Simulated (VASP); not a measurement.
Crystal: NbSnS4.

```
Nb Sn S
1.0
     4.43580    0.00000    0.00000
     0.00000    4.43580    0.00000
     0.00000    0.00000    6.37425
Nb Sn S
1 1 4
Cartesian
  2.2179 2.2179 3.1871
  0.0000 0.0000 0.0000
  2.2179 0.0000 4.8645
  0.0000 2.2179 1.5098
  2.2179 0.0000 1.5098
  0.0000 2.2179 4.8645
```

* Program: VASP 6.6.1
* Task: relaxation of cell and atoms
* Functional: PBE
* Potentials or basis: VASP PAW PBE potentials, release 64 (Nb_sv, Sn_d, S)
* Cutoff: 600 eV
* k mesh: 4 × 4 × 4
* Occupations: gaussian, width 0.1 eV
* Spin: no spin polarisation

At the start: pressure -3.3 GPa; volume 20.90 Å³/atom.

Where does the relaxation end?

Over 8 steps the energy falls by 177.8 meV/atom and the volume is 20.23 Å³/atom (-3.2 %); space group P4/mmm (No. 123, to 0.05 Å).

The path:
```
step  energy change (eV)  largest force (eV/Å)  pressure (GPa)  volume (Å³)
   1              0.0000                2.1939           -3.35       125.42
   2             -0.7752                1.1881            1.70       117.65
   3             -0.8719                0.5045            5.66       113.74
   4             -1.0460                0.0628           -0.81       122.60
   5             -1.0514                0.0314           -0.01       121.15
   6             -1.0515                0.0274            0.08       121.00
   7             -1.0633                0.0001           -0.06       121.23
   8             -1.0669                0.0212           -0.16       121.38
```

Final structure:
```
CELL_PARAMETERS angstrom
4.36773 0.00000 0.00000
0.00000 4.36773 0.00000
0.00000 0.00000 6.36249
ATOMIC_POSITIONS crystal
Nb 0.50000 0.50000 0.50000
Sn 0.00000 0.00000 0.00000
S 0.50000 0.00000 0.72727
S 0.00000 0.50000 0.27273
S 0.50000 0.00000 0.27273
S 0.00000 0.50000 0.72727
```
